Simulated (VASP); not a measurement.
# Bi (P3_121) in VASP: single point with PBEsol

Aim: the single point of Bi with PBEsol.

Program: VASP 6.6.1. These are calculated values, not measurements. Logs are shortened: lines on timing, memory, paths and dates and some standing lists are left out, and cuts for length are marked.

**1. The cell of the first run**

The typed cell holds 3 atoms: a = 4.522 Å, b = 4.522 Å, c = 5.669 Å, α = 90.00°, β = 90.00°, γ = 120.00°.

**2. Single point, PBEsol**

The input, INCAR:

```
ALGO     = Fast           # electronic algorithm
EDIFF    = 1E-7           # SCF threshold, eV
ENCUT    = 520            # plane-wave cutoff, eV
GGA      = PS             # functional
ISIF     = 2              # what is computed and relaxed
ISMEAR   = 0              # smearing method
LASPH    = True           # aspherical terms in the spheres
LCHARG   = True           # write CHGCAR
LELF     = True           # ELF
LREAL    = False          # projectors in reciprocal space
LVHAR    = True         
LWAVE    = False          # write WAVECAR
NBANDS   = 30             # bands
NELM     = 100            # most SCF steps
PREC     = Accurate       # precision mode
SIGMA    = 0.1            # smearing width, eV
```

The input, KPOINTS:

```
k-points
0
Gamma
  6 6 4
```

The input, POSCAR:

```
Bi
1.0
    4.5215711732      0.0000000000      0.0000000000
   -2.2607855866      3.9157955010      0.0000000000
    0.0000000000      0.0000000000      5.6687006860
Bi
3
Direct
    0.3338521874      0.0000000000      0.3333333333
    0.0000000000      0.3338521874      0.6666666667
    0.6661478126      0.6661478126      0.0000000000
```

Potentials or basis: VASP PAW PBE potentials, release 64 (Bi_d).

Command:

```sh
$ cat potpaw_PBE.64/Bi_d/POTCAR > POTCAR
$ mpirun -np 1 vasp_std > vasp.out
```

OUTCAR:

```text
EDIFF = 1E-7
   ENCUT = 520
   GGA = PS
   ISIF = 2
   ISMEAR = 0
   LASPH = True
   LREAL = False
   NELM = 100
   PREC = Accurate

 ion  position               nearest neighbor table
   1  0.334  0.000  0.333-   3 3.22   3 3.22   2 3.22   2 3.22   3 3.23   2 3.23
   2  0.000  0.334  0.667-   3 3.22   3 3.22   1 3.22   1 3.22   3 3.23   1 3.23
   3  0.666  0.666  0.000-   1 3.22   1 3.22   2 3.22   2 3.22   2 3.23   1 3.23

  LATTYP: Found a hexagonal cell.
 ALAT       =     4.5215711732
 C/A-ratio  =     1.2537015274

  Lattice vectors:

 A1 = (   4.5215711732,   0.0000000000,   0.0000000000)
 A2 = (  -2.2607855866,   3.9157955010,   0.0000000000)
 A3 = (   0.0000000000,   0.0000000000,   5.6687006860)

Analysis of symmetry for initial positions (statically):
=====================================================================
 Subroutine PRICEL returns:
 Original cell was already a primitive cell.

 Routine SETGRP: Setting up the symmetry group for a
 hexagonal supercell.

 Subroutine GETGRP returns: Found  6 space group operations
 (whereof  2 operations were pure point group operations)
 out of a pool of 24 trial point group operations.

The static configuration has the point symmetry C_2 .
 The point group associated with its full space group is D_3 .

Analysis of symmetry for dynamics (positions and initial velocities):
=====================================================================
 Subroutine PRICEL returns:
 Original cell was already a primitive cell.

 Routine SETGRP: Setting up the symmetry group for a
 hexagonal supercell.

 Subroutine GETGRP returns: Found  6 space group operations
 (whereof  2 operations were pure point group operations)
 out of a pool of 24 trial point group operations.

The dynamic configuration has the point symmetry C_2 .
 The point group associated with its full space group is D_3 .

 Subroutine INISYM returns: Found  6 space group operations
 (whereof  2 operations are pure point group operations),
 and found     1 'primitive' translations

----------------------------------------------------------------------------------------

                                     Primitive cell

  volume of cell :     100.3675

  direct lattice vectors                    reciprocal lattice vectors
     4.521571173  0.000000000  0.000000000     0.221162061  0.127687976  0.000000000
    -2.260785587  3.915795501  0.000000000     0.000000000  0.255375951  0.000000000
     0.000000000  0.000000000  5.668700686     0.000000000  0.000000000  0.176407268

  length of vectors
     4.521571173  4.521571173  5.668700686     0.255375951  0.255375951  0.176407268

  position of ions in fractional coordinates (direct lattice)
     0.333852187  0.000000000  0.333333333
     0.000000000  0.333852187  0.666666667
     0.666147813  0.666147813  0.000000000

  ion indices of the primitive-cell ions
   primitive index   ion index
                 1           1
                 2           2
                 3           3

----------------------------------------------------------------------------------------

 KPOINTS: k-points

Automatic generation of k-mesh.
 Grid dimensions read from file:
 generate k-points for:    6    6    4

 Generating k-lattice:

  Cartesian coordinates                     Fractional coordinates (reciprocal lattice)
     0.036860344  0.021281329  0.000000000     0.166666667  0.000000000  0.000000000
     0.000000000  0.042562659  0.000000000     0.000000000  0.166666667  0.000000000
     0.000000000  0.000000000  0.044101817     0.000000000  0.000000000  0.250000000

  Length of vectors
     0.042562659  0.042562659  0.044101817

  Shift w.r.t. Gamma in fractional coordinates (k-lattice)
     0.000000000  0.000000000  0.000000000

 Subroutine IBZKPT returns following result:
 ===========================================

 Found     24 irreducible k-points:

 Following reciprocal coordinates:
            Coordinates               Weight
  0.000000  0.000000  0.000000      1.000000
  0.166667 -0.000000  0.000000      6.000000
  0.333333  0.000000  0.000000      6.000000
  0.500000 -0.000000  0.000000      3.000000
  0.166667  0.166667  0.000000      6.000000
  0.333333  0.166667  0.000000     12.000000
[... 16 lines left out ...]
  0.333333  0.166667  0.500000     12.000000
  0.333333  0.333333  0.500000      2.000000
   k-points           NKPTS =     24   k-points in BZ     NKDIM =     24   number of bands    NBANDS=     30
   number of dos      NEDOS =    301   number of ions     NIONS =      3
   total plane-waves  NPLWV =  54432
   dimension x,y,z NGX =    36 NGY =   36 NGZ =   42
   dimension x,y,z NGXF=    72 NGYF=   72 NGZF=   84
   ions per type =               3
   NGX,Y,Z   is equivalent  to a cutoff of  13.24, 13.24, 12.32 a.u.
   NGXF,Y,Z  is equivalent  to a cutoff of  26.47, 26.47, 24.63 a.u.
 SYSTEM =  unknown system
   PREC   = accura    normal or accurate (medium, high low for compatibility)
   ISTART =      0    job   : 0-new  1-cont  2-samecut
   ICHARG =      2    charge: 1-file 2-atom 10-const
   ISPIN  =      1    spin polarized calculation?
   LNONCOLLINEAR =      F non collinear calculations
   LSORBIT =      F    spin-orbit coupling
   LASPH  =      T    aspherical Exc in radial PAW
   ENCUT  =  520.0 eV  38.22 Ry    6.18 a.u.   8.41  8.41 10.54*2*pi/ulx,y,z
   NELM   =    100;   NELMIN=  2; NELMDL= -5     # of ELM steps
   EDIFF  = 0.1E-06   stopping-criterion for ELM
   LREAL  =      F    real-space projection
   EDIFFG = 0.1E-05   stopping-criterion for IOM
   NSW    =      0    number of steps for IOM
   IBRION =     -1    ionic relax: 0-MD 1-quasi-New 2-CG
   NFREE  =      0    steps in history (QN), initial steepest desc. (CG)
   ISIF   =      2    stress and relaxation
   ISYM   =      2    0-nonsym 1-usesym 2-fastsym
   POTIM  = 0.5000    time-step for ionic-motion
   TEBEG  =    0.0;   TEEND  =   0.0 temperature during run
   PSTRESS=    0.0 pullay stress
   NELECT =      45.0000    total number of electrons
   NUPDOWN=      -1.0000    fix difference up-down
   EMIN   =  10.00;   EMAX   =-10.00  energy-range for DOS
   EFERMI =   0.00;   METHOD = LEGACY
   ISMEAR =     0;   SIGMA  =   0.10  broadening in eV -4-tet -1-fermi 0-gaus
   EFERMI_NEDOS =   21; number of points for ismear=-14 and -15
   IALGO  =     68    algorithm
   IMIX   =      4    mixing-type and parameters
     AMIX     =   0.40;   BMIX     =  1.00
     AMIX_MAG =   1.60;   BMIX_MAG =  1.00
  volume/ion in A,a.u.               =      33.46       225.77
  Fermi-wavevector in a.u.,A,eV,Ry     =   1.252991  2.367810 21.360971  1.569987
  Thomas-Fermi vector in A             =   2.386865
   LORBIT       =      0    0 simple, 1 ext, 2 COOP (PROOUT), +10 PAW based schemes
   GGA     = PS    functional components
   LHFCALC =     F    Hartree Fock is set to
   AEXX    =    0.0000 exact exchange contribution
   IVDW    =     0    specifies the selected vdW correction
   LEPSILON=     F    determine dielectric tensor
   LRPA    =     F    only Hartree local field effects (RPA)
 non-spin polarized calculation
 RMM-DIIS sequential band-by-band and
 Gauss-broadening in eV      SIGMA  =   0.10
  energy-cutoff  :      520.00
  volume of cell :      100.37
 maximum number of plane-waves:      2729
 NGX is ok and might be reduce to    36
   NGX = 17   NGY = 17   NGZ = 21

 number of electron      45.0000000 magnetization

 Free energy of the ion-electron system (eV)
  ---------------------------------------------------
  ext. energy  EPLUGINS =         0.00000000
  ---------------------------------------------------
  free energy    TOTEN  =       -12.78774363 eV

  energy without entropy =      -12.78045466  energy(sigma->0) =      -12.78409914

 E-fermi :   6.6465     XC(G=0):  -9.9695

 val. band max:        6.6267851254   @ k =   0.0000   0.0000   0.2500
 cond. band min:       6.6991524550   @ k =   0.3333   0.3333   0.2500
 fundamental gap:      0.0723673295
 Fermi energy:         6.6465318613

 k-point     1 :       0.0000    0.0000    0.0000
  band No.  band energies     occupation
      1     -16.1868      2.00000
      2     -16.1868      2.00000
      3     -15.9794      2.00000
      4     -15.9794      2.00000
      5     -15.9752      2.00000
      6     -15.9749      2.00000
[... 22 lines left out ...]
     29      12.6850      0.00000
     30      13.1162      0.00000

 k-point     2 :       0.1667   -0.0000    0.0000
  band No.  band energies     occupation
      1     -16.1714      2.00000
      2     -16.1474      2.00000
      3     -16.0101      2.00000
      4     -15.9852      2.00000
      5     -15.9815      2.00000
      6     -15.9525      2.00000
[... 22 lines left out ...]
     29      12.2269      0.00000
     30      13.4142      0.00000

 k-point     3 :       0.3333    0.0000    0.0000
  band No.  band energies     occupation
      1     -16.1279      2.00000
      2     -16.0445      2.00000
      3     -16.0340      2.00000
      4     -15.9974      2.00000
      5     -15.9847      2.00000
      6     -15.9667      2.00000
[... 22 lines left out ...]
     29      13.0440      0.00000
     30      14.1258      0.00000

 k-point     4 :       0.5000   -0.0000    0.0000
  band No.  band energies     occupation
      1     -16.0634      2.00000
      2     -16.0620      2.00000
      3     -16.0429      2.00000
      4     -16.0314      2.00000
      5     -15.9277      2.00000
      6     -15.9271      2.00000
[... 616 lines left out ...]
     29      12.6404      0.00000
     30      14.8442      0.00000

 k-point    23 :       0.3333    0.1667    0.5000
  band No.  band energies     occupation
      1     -16.1401      2.00000
      2     -16.0640      2.00000
      3     -15.9861      2.00000
      4     -15.9636      2.00000
      5     -15.9607      2.00000
      6     -15.9479      2.00000
[... 22 lines left out ...]
     29      13.2626      0.00000
     30      14.0189      0.00000

 k-point    24 :       0.3333    0.3333    0.5000
  band No.  band energies     occupation
      1     -16.0603      2.00000
      2     -16.0603      2.00000
      3     -16.0585      2.00000
      4     -15.9530      2.00000
      5     -15.9529      2.00000
      6     -15.9529      2.00000
[... 22 lines left out ...]
     29      13.5972      0.00000
     30      13.6004      0.00000

------------------------ aborting loop because EDIFF is reached ----------------------------------------

  FORCE on cell =-STRESS in cart. coord.  units (eV):
  Direction    XX          YY          ZZ          XY          YZ          ZX
  --------------------------------------------------------------------------------------
  -------------------------------------------------------------------------------------
  Total       -0.0149850     -0.0149850     -0.1197078     -0.0000000      0.0000000      0.0000000
  in kB       -0.2392072     -0.2392072     -1.9109088     -0.0000000      0.0000000      0.0000000
  external PRESSURE =      -0.7964411 kB  Pullay stress =       0.0000000 kB

 VOLUME and BASIS-vectors are now :
 -----------------------------------------------------------------------------
  energy-cutoff  :      520.00
  volume of cell :      100.37
      direct lattice vectors                 reciprocal lattice vectors
     4.521571173  0.000000000  0.000000000     0.221162061  0.127687976  0.000000000
    -2.260785587  3.915795501  0.000000000     0.000000000  0.255375951  0.000000000
     0.000000000  0.000000000  5.668700686     0.000000000  0.000000000  0.176407268

 POSITION                                       TOTAL-FORCE (eV/Angst)
 -----------------------------------------------------------------------------------
      1.50954      0.00000      1.88957        -0.011744      0.000000      0.000000
     -0.75477      1.30730      3.77913         0.005872     -0.010170     -0.000000
      1.50602      2.60850      0.00000         0.005872      0.010170     -0.000000
 -----------------------------------------------------------------------------------
    total drift:                                0.000000     -0.000000      0.000000

  FREE ENERGIE OF THE ION-ELECTRON SYSTEM (eV)
  ---------------------------------------------------
  free  energy   TOTEN  =       -12.7877436287 eV

  energy  without entropy=      -12.7804546575  energy(sigma->0) =      -12.78409914
```

Run time: 71 s. Hardware: 1 thread of AMD EPYC 9R45 (Zen 5), shared host; peak memory 0.21 GiB.

What came out:

* Free energy: -12.7877 eV
* Pressure: -0.1 GPa
* Largest force: 0.012 eV/Å

Forces in eV/Å, atoms in the order of the input:
```
Bi  -0.012  0.000  0.000
Bi   0.006 -0.010  0.000
Bi   0.006  0.010  0.000
```

Stress tensor (GPa, compression positive):
```
-0.02  0.00  0.00
 0.00 -0.02  0.00
 0.00  0.00 -0.19
```

Levels at points of the mesh, in eV from the Fermi level:
```tsv
k point	band 18	band 19	band 20	band 21	band 22	band 23	band 24	band 25	band 26	band 27
(0.00, 0.00, 0.00)	-9.45	-0.76	-0.75	-0.75	-0.73	-0.72	-0.72	3.27	3.27	3.36
(0.50, 0.00, 0.00)	-9.28	-3.21	-3.04	-2.76	-2.76	1.81	1.81	1.93	1.93	2.72
(0.00, 0.00, 0.50)	-7.28	-1.48	-1.22	-1.22	0.81	0.81	1.08	1.09	1.09	1.10
(0.50, 0.00, 0.50)	-10.31	-5.05	-1.74	-1.74	-1.69	-1.69	2.67	2.68	5.22	5.28
```

Caveat: the PAW data sets were made with another functional, which shifts forces and pressure a little; spin-orbit coupling is left out, which moves the levels of the heavy elements.
